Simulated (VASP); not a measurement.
# Ge (I4_1/amd) in VASP: notebook

Ge is run at these levels: LDA; tasks: single point.

All numbers are computed with VASP 6.6.1; they aren't measurements. Logs are shortened: lines on timing, memory, paths and dates and some standing lists are left out, and cuts for length are marked.

## (1) The cell of the first run

The structure is tetragonal, space group I4_1/amd (No. 141). The conventional cell has a = 3.680 Å, b = 3.680 Å, c = 5.658 Å, α = 90.00°, β = 90.00°, γ = 90.00°. Ge (site symmetry -4m2) has 4 Ge at 2.32 Å within 3.1 Å.

## (2) Single point, LDA (strain -0.080 along x and y, +0.000 along z)

Input file INCAR:

```
SYSTEM = Ge
PREC = Accurate ; ENCUT = 520
EDIFF = 1E-7 ; ISMEAR = 0
SIGMA = 0.15 ; LREAL = .FALSE.
LASPH = .TRUE. ; NELM = 80
ALGO = Normal ; ISIF = 2
LWAVE = .FALSE. ; LCHARG = .FALSE.
GGA = CA ; NBANDS = 21
```

Input file KPOINTS:

```
Automatic mesh
0
G
  14 14 14
  0 0 0
```

Input file POSCAR:

```
Ge
1.0
    0.0000000000      2.6024684000      2.8287700000
    2.6024684000      0.0000000000      2.8287700000
    2.6024684000      2.6024684000      0.0000000000
Ge
2
Direct
    0.5000000000      0.5000000000      0.5000000000
    0.7500000000      0.7500000000      0.7500000000
```

Potentials or basis: VASP PAW LDA potentials, release 64 (Ge_d).

The run is started by

```bash
cat potpaw_LDA.64/Ge_d/POTCAR > POTCAR
mpirun -np 1 vasp_std > vasp.out
```

OUTCAR:

```text
SYSTEM = Ge
   PREC = Accurate
   ENCUT = 520
   EDIFF = 1E-7
   ISMEAR = 0
   LREAL = .FALSE.
   LASPH = .TRUE.
   NELM = 80
   ISIF = 2
   GGA = CA

 ion  position               nearest neighbor table
   1  0.500  0.500  0.500-   2 2.32   2 2.32   2 2.32   2 2.32
   2  0.750  0.750  0.750-   1 2.32   1 2.32   1 2.32   1 2.32

  LATTYP: Found a body centered tetragonal cell.
 ALAT       =     3.6804461069
 C/A-ratio  =     1.5371886548

  Lattice vectors:

 A1 = (  -2.6024684000,   0.0000000000,   2.8287700000)
 A2 = (   2.6024684000,   0.0000000000,   2.8287700000)
 A3 = (   0.0000000000,   2.6024684000,  -2.8287700000)

Analysis of symmetry for initial positions (statically):
=====================================================================
 Subroutine PRICEL returns:
 Original cell was already a primitive cell.

 Routine SETGRP: Setting up the symmetry group for a
 body centered tetragonal supercell.

 Subroutine GETGRP returns: Found 16 space group operations
 (whereof  8 operations were pure point group operations)
 out of a pool of 16 trial point group operations.

The static configuration has the point symmetry D_2d.
 The point group associated with its full space group is D_4h.

Analysis of symmetry for dynamics (positions and initial velocities):
=====================================================================
 Subroutine PRICEL returns:
 Original cell was already a primitive cell.

 Routine SETGRP: Setting up the symmetry group for a
 body centered tetragonal supercell.

 Subroutine GETGRP returns: Found 16 space group operations
 (whereof  8 operations were pure point group operations)
 out of a pool of 16 trial point group operations.

The dynamic configuration has the point symmetry D_2d.
 The point group associated with its full space group is D_4h.

 Subroutine INISYM returns: Found 16 space group operations
 (whereof  8 operations are pure point group operations),
 and found     1 'primitive' translations

----------------------------------------------------------------------------------------

                                     Primitive cell

  volume of cell :      38.3176

  direct lattice vectors                    reciprocal lattice vectors
     0.000000000  2.602468400  2.828770000    -0.192125292  0.192125292  0.176755268
     2.602468400  0.000000000  2.828770000     0.192125292 -0.192125292  0.176755268
     2.602468400  2.602468400  0.000000000     0.192125292  0.192125292 -0.176755268

  length of vectors
     3.843797795  3.843797795  3.680446107     0.324139908  0.324139908  0.324139908

  position of ions in fractional coordinates (direct lattice)
     0.500000000  0.500000000  0.500000000
     0.750000000  0.750000000  0.750000000

  ion indices of the primitive-cell ions
   primitive index   ion index
                 1           1
                 2           2

----------------------------------------------------------------------------------------

 KPOINTS: Automatic mesh

Automatic generation of k-mesh.
 Grid dimensions read from file:
 generate k-points for:   14   14   14

 Generating k-lattice:

  Cartesian coordinates                     Fractional coordinates (reciprocal lattice)
    -0.013723235  0.013723235  0.012625376     0.071428571  0.000000000  0.000000000
     0.013723235 -0.013723235  0.012625376     0.000000000  0.071428571  0.000000000
     0.013723235  0.013723235 -0.012625376     0.000000000  0.000000000  0.071428571

  Length of vectors
     0.023152851  0.023152851  0.023152851

  Shift w.r.t. Gamma in fractional coordinates (k-lattice)
     0.000000000  0.000000000  0.000000000

 Subroutine IBZKPT returns following result:
 ===========================================

 Found    244 irreducible k-points:

 Following reciprocal coordinates:
            Coordinates               Weight
  0.000000  0.000000  0.000000      1.000000
  0.071429  0.000000  0.000000      8.000000
  0.142857  0.000000  0.000000      8.000000
  0.214286  0.000000  0.000000      8.000000
  0.285714  0.000000  0.000000      8.000000
  0.357143  0.000000  0.000000      8.000000
[... 16 lines left out ...]
  0.214286  0.142857  0.000000      8.000000
  0.285714  0.142857  0.000000      8.000000
 [... further k-points ...]
   k-points           NKPTS =    244   k-points in BZ     NKDIM =    244   number of bands    NBANDS=     21
   number of dos      NEDOS =    301   number of ions     NIONS =      2
   total plane-waves  NPLWV =  25200
   dimension x,y,z NGX =    30 NGY =   30 NGZ =   28
   dimension x,y,z NGXF=    60 NGYF=   60 NGZF=   56
   ions per type =               2
   NGX,Y,Z   is equivalent  to a cutoff of  12.98, 12.98, 12.65 a.u.
   NGXF,Y,Z  is equivalent  to a cutoff of  25.95, 25.95, 25.30 a.u.
 SYSTEM =  Ge
   PREC   = accura    normal or accurate (medium, high low for compatibility)
   ISTART =      0    job   : 0-new  1-cont  2-samecut
   ICHARG =      2    charge: 1-file 2-atom 10-const
   ISPIN  =      1    spin polarized calculation?
   LNONCOLLINEAR =      F non collinear calculations
   LSORBIT =      F    spin-orbit coupling
   LASPH  =      T    aspherical Exc in radial PAW
   ENCUT  =  520.0 eV  38.22 Ry    6.18 a.u.   7.15  7.15  6.84*2*pi/ulx,y,z
   NELM   =     80;   NELMIN=  2; NELMDL= -5     # of ELM steps
   EDIFF  = 0.1E-06   stopping-criterion for ELM
   LREAL  =      F    real-space projection
   EDIFFG = 0.1E-05   stopping-criterion for IOM
   NSW    =      0    number of steps for IOM
   IBRION =     -1    ionic relax: 0-MD 1-quasi-New 2-CG
   NFREE  =      0    steps in history (QN), initial steepest desc. (CG)
   ISIF   =      2    stress and relaxation
   ISYM   =      2    0-nonsym 1-usesym 2-fastsym
   POTIM  = 0.5000    time-step for ionic-motion
   TEBEG  =    0.0;   TEEND  =   0.0 temperature during run
   PSTRESS=    0.0 pullay stress
   NELECT =      28.0000    total number of electrons
   NUPDOWN=      -1.0000    fix difference up-down
   EMIN   =  10.00;   EMAX   =-10.00  energy-range for DOS
   EFERMI =   0.00;   METHOD = LEGACY
   ISMEAR =     0;   SIGMA  =   0.15  broadening in eV -4-tet -1-fermi 0-gaus
   EFERMI_NEDOS =   21; number of points for ismear=-14 and -15
   IALGO  =     38    algorithm
   IMIX   =      4    mixing-type and parameters
     AMIX     =   0.40;   BMIX     =  1.00
     AMIX_MAG =   1.60;   BMIX_MAG =  1.00
  volume/ion in A,a.u.               =      19.16       129.29
  Fermi-wavevector in a.u.,A,eV,Ry     =   1.474556  2.786507 29.583364  2.174316
  Thomas-Fermi vector in A             =   2.589313
   LORBIT       =      0    0 simple, 1 ext, 2 COOP (PROOUT), +10 PAW based schemes
   GGA     = CA    functional components
   LHFCALC =     F    Hartree Fock is set to
   AEXX    =    0.0000 exact exchange contribution
   IVDW    =     0    specifies the selected vdW correction
   LEPSILON=     F    determine dielectric tensor
   LRPA    =     F    only Hartree local field effects (RPA)
 non-spin polarized calculation
 Gauss-broadening in eV      SIGMA  =   0.15
  energy-cutoff  :      520.00
  volume of cell :       38.32
 maximum number of plane-waves:      1054
 NGX is ok and might be reduce to    30
   NGX = 15   NGY = 15   NGZ = 13

 number of electron      28.0000011 magnetization

 Free energy of the ion-electron system (eV)
  ---------------------------------------------------
  ext. energy  EPLUGINS =         0.00000000
  ---------------------------------------------------
  free energy    TOTEN  =       -10.08445367 eV

  energy without entropy =      -10.08318044  energy(sigma->0) =      -10.08381706

 E-fermi :   6.5837     XC(G=0): -11.1089

 val. band max:        6.5159679434   @ k =   0.3571   0.0000   0.3571
 cond. band min:       6.6193761742   @ k =   0.0714   0.0000   0.0000
 fundamental gap:      0.1034082308
 Fermi energy:         6.5836634040

 k-point     1 :       0.0000    0.0000    0.0000
  band No.  band energies     occupation
      1     -18.7657      2.00000
      2     -18.7657      2.00000
      3     -18.7312      2.00000
      4     -18.7139      2.00000
      5     -18.6919      2.00000
      6     -18.4178      2.00000
[... 13 lines left out ...]
     20      15.3745      0.00000
     21      16.2149      0.00000

 k-point     2 :       0.0714    0.0000    0.0000
  band No.  band energies     occupation
      1     -18.7705      2.00000
      2     -18.7652      2.00000
      3     -18.7396      2.00000
      4     -18.7021      2.00000
      5     -18.6859      2.00000
      6     -18.4204      2.00000
[... 13 lines left out ...]
     20      14.8848      0.00000
     21      16.7191      0.00000

 k-point     3 :       0.1429    0.0000    0.0000
  band No.  band energies     occupation
      1     -18.7808      2.00000
      2     -18.7651      2.00000
      3     -18.7477      2.00000
      4     -18.6837      2.00000
      5     -18.6727      2.00000
      6     -18.4271      2.00000
[... 13 lines left out ...]
     20      14.7411      0.00000
     21      15.8740      0.00000

 k-point     4 :       0.2143    0.0000    0.0000
  band No.  band energies     occupation
      1     -18.7912      2.00000
      2     -18.7673      2.00000
      3     -18.7486      2.00000
      4     -18.6661      2.00000
      5     -18.6586      2.00000
      6     -18.4351      2.00000
[... 13 lines left out ...]
     20      15.2899      0.00000
     21      15.4140      0.00000

 k-point     5 :       0.2857    0.0000    0.0000
  band No.  band energies     occupation
      1     -18.7995      2.00000
      2     -18.7695      2.00000
      3     -18.7452      2.00000
      4     -18.6521      2.00000
      5     -18.6474      2.00000
      6     -18.4421      2.00000
[... 13 lines left out ...]
     20      15.4947      0.00000
     21      15.7167      0.00000
[... 382 lines left out ...]
     20      15.5489      0.00000
     21      15.7201      0.00000

 k-point    22 :       0.1429    0.1429    0.0000
  band No.  band energies     occupation
      1     -18.7793      2.00000
      2     -18.7793      2.00000
      3     -18.7701      2.00000
      4     -18.6752      2.00000
      5     -18.6446      2.00000
      6     -18.4757      2.00000
[... 13 lines left out ...]
     20      14.6946      0.00000
     21      17.8606      0.00000

 k-point    23 :       0.2143    0.1429    0.0000
  band No.  band energies     occupation
      1     -18.7879      2.00000
      2     -18.7869      2.00000
      3     -18.7706      2.00000
      4     -18.6645      2.00000
      5     -18.6231      2.00000
      6     -18.4963      2.00000
[... 13 lines left out ...]
     20      15.5618      0.00000
     21      17.4410      0.00000

 k-point    24 :       0.2857    0.1429    0.0000
  band No.  band energies     occupation
      1     -18.7967      2.00000
      2     -18.7956      2.00000
      3     -18.7631      2.00000
      4     -18.6519      2.00000
      5     -18.6048      2.00000
      6     -18.5118      2.00000
[... 13 lines left out ...]
     20      16.3672      0.00000
     21      17.1200      0.00000

 [... further k-points ...]
[... 5 lines left out ...]
  --------------------------------------------------------------------------------------
  -------------------------------------------------------------------------------------
  Total        4.2138451      4.2138451      2.4102768      0.0000000      0.0000000      0.0000000
  in kB      176.1937836    176.1937836    100.7810634      0.0000000      0.0000000      0.0000000
  external PRESSURE =     151.0562102 kB  Pullay stress =       0.0000000 kB

 VOLUME and BASIS-vectors are now :
 -----------------------------------------------------------------------------
  energy-cutoff  :      520.00
  volume of cell :       38.32
      direct lattice vectors                 reciprocal lattice vectors
     0.000000000  2.602468400  2.828770000    -0.192125292  0.192125292  0.176755268
     2.602468400  0.000000000  2.828770000     0.192125292 -0.192125292  0.176755268
     2.602468400  2.602468400  0.000000000     0.192125292  0.192125292 -0.176755268

 POSITION                                       TOTAL-FORCE (eV/Angst)
 -----------------------------------------------------------------------------------
      2.60247      2.60247      2.82877         0.000000      0.000000     -0.000000
      3.90370      3.90370      4.24315        -0.000000     -0.000000      0.000000
 -----------------------------------------------------------------------------------
    total drift:                                0.000000     -0.000000     -0.000000

  FREE ENERGIE OF THE ION-ELECTRON SYSTEM (eV)
  ---------------------------------------------------
  free  energy   TOTEN  =       -10.0844536735 eV

  energy  without entropy=      -10.0831804377  energy(sigma->0) =      -10.08381706
```

Run time: 2.8 min. Hardware: 1 thread of Intel Xeon 6975P-C (Granite Rapids), shared host; peak memory 0.26 GiB.

What came out:

* Free energy: -10.0845 eV
* Pressure: 15.1 GPa
* Band gap on the k mesh: zero (band 14 reaches 6.77 eV, above the bottom of band 15 at 6.47 eV)

Caveat: the cell differs from its parent crystal (strain -0.080 along x and y, +0.000 along z).

## (3) Single point, LDA (strain -0.080 along x and y, +0.080 along z)

Input file INCAR:

```
SYSTEM = Ge
PREC = Accurate
ENCUT = 520
EDIFF = 1E-7
ISMEAR = 0
SIGMA = 0.15
LREAL = .False.
LASPH = .True.
NELM = 100
ALGO = Normal
ISIF = 2
LWAVE = .False.
LCHARG = .False.
GGA = CA
NBANDS = 21
```

Input file KPOINTS:

```
Automatic mesh
0
Gamma
  14 14 14
  0 0 0
```

Input file POSCAR:

```
Ge
1.0
    0.0000000000      2.6024684000      3.0550716000
    2.6024684000      0.0000000000      3.0550716000
    2.6024684000      2.6024684000      0.0000000000
Ge
2
Direct
    0.5000000000      0.5000000000      0.5000000000
    0.7500000000      0.7500000000      0.7500000000
```

Potentials or basis: VASP PAW LDA potentials, release 64 (Ge_d).

The run is started by

```bash
cat potpaw_LDA.64/Ge_d/POTCAR > POTCAR
mpirun -np 1 vasp_std > vasp.out
```

Run time: 3 min. Hardware: 1 thread of Intel Xeon 6975P-C (Granite Rapids), shared host; peak memory 0.26 GiB.

It converged, with:

| Item | Value |
| --- | --- |
| Free energy | -10.1359 eV |
| Pressure | 6.0 GPa |
| Band gap on the k mesh | zero (band 14 reaches 6.18 eV, above the bottom of band 15 at 5.44 eV) |

Stress tensor (GPa, compression positive):
```
10.93  0.00  0.00
 0.00 10.93  0.00
 0.00  0.00 -3.89
```

Levels at points of the mesh, in eV from the Fermi level:
```csv
k point,band 11,band 12,band 13,band 14,band 15,band 16,band 17,band 18
"(0.00, 0.00, 0.00)",-13.57,-1.13,0.28,0.44,0.44,2.37,2.37,3.11
"(0.50, 0.00, 0.00)",-11.22,-8.14,-2.45,-0.72,-0.29,3.81,4.29,7.21
"(0.50, 0.50, 0.00)",-9.94,-9.94,-2.58,-2.58,1.48,1.48,9.84,9.84
"(0.50, 0.00, 0.50)",-9.01,-9.01,-3.79,-3.79,0.05,0.05,8.73,8.73
```

Caveat: the cell differs from its parent crystal (strain -0.080 along x and y, +0.080 along z).

## (4) Single point, LDA (strain +0.000 along x and y, -0.080 along z)

Input file INCAR:

```
  PREC = Accurate
  ENCUT = 520
  EDIFF = 1E-6
  ISMEAR = 0
  SIGMA = 0.15
  LREAL = F
  LASPH = T
  NELM = 100
  ALGO = Normal
  ISIF = 2
  LWAVE = F
  LCHARG = F
  NBANDS = 21
```

Input file KPOINTS:

```
regular mesh
0
Gamma
  14 14 14
```

Input file POSCAR:

```
Ge
1.0
    0.0000000000      2.8287700000      2.6024684000
    2.8287700000      0.0000000000      2.6024684000
    2.8287700000      2.8287700000      0.0000000000
Ge
2
Direct
    0.5000000000      0.5000000000      0.5000000000
    0.7500000000      0.7500000000      0.7500000000
```

The run is started by

```bash
cat potpaw_LDA.64/Ge_d/POTCAR > POTCAR
mpirun -np 1 vasp_std > vasp.out
```

Run time: 2.8 min. Hardware: 1 thread of Intel Xeon 6975P-C (Granite Rapids), shared host; peak memory 0.27 GiB.

The run converged. Its results:

```
Free energy            : -10.3044 eV
Pressure               : 5.6 GPa
Band gap on the k mesh : zero (band 14 reaches 5.99 eV, above the bottom of band 15 at 5.42 eV)
```

Stress tensor (GPa, compression positive):
```
3.88 0.00 0.00
0.00 3.88 0.00
0.00 0.00 8.91
```

Levels at points of the mesh, in eV from the Fermi level:
| k point | band 11 | band 12 | band 13 | band 14 | band 15 | band 16 | band 17 | band 18 |
| --- | --- | --- | --- | --- | --- | --- | --- | --- |
| (0.00, 0.00, 0.00) | -13.49 | -0.24 | -0.24 | 0.38 | 0.55 | 2.29 | 2.71 | 2.71 |
| (0.50, 0.00, 0.00) | -11.18 | -8.07 | -1.94 | -1.19 | 0.17 | 3.44 | 4.19 | 7.08 |
| (0.50, 0.50, 0.00) | -8.98 | -8.98 | -3.81 | -3.81 | 0.07 | 0.07 | 10.08 | 10.08 |
| (0.50, 0.00, 0.50) | -9.43 | -9.43 | -3.17 | -3.17 | 0.78 | 0.78 | 9.65 | 9.65 |

Caveat: the cell differs from its parent crystal (strain +0.000 along x and y, -0.080 along z).

(Continued in part 2 of 2.)
